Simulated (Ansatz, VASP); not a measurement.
# MgO in VASP and in Ansatz

```
Mg O
1.0
     0.00000    2.11590    2.11590
     2.11590    0.00000    2.11590
     2.11590    2.11590    0.00000
Mg O
1 1
Cartesian
  0.0000 0.0000 0.0000
  2.1159 2.1159 2.1159
```

Alike in both runs: task single point; functional r2SCAN; k mesh 8 × 8 × 8; occupations fermi-dirac, width 0.02 eV; no spin polarisation.

|  | VASP | Ansatz |
| --- | --- | --- |
| version | VASP 6.6.1 | Ansatz 0.2.0 |
| potentials or method | VASP PAW PBE potentials, release 64 (Mg, O), cutoff 660 eV | PAW, plane waves, scalar-relativistic |
| valence electrons in the cell | 8 | 16 |

Ansatz gave:

```
gap on the k mesh at the Fermi level (eV) : 5.49
pressure (GPa)                            : -3.1
```

Question: Which values does VASP return?

Answer: gap on the k mesh at the Fermi level (eV): 5.47; pressure (GPa): -4.5.

VASP's potentials were made for PBE, not for r2SCAN. VASP's potentials hold 8 valence electrons a cell and Ansatz's 16, so a difference there can come from the potentials and not from the codes.
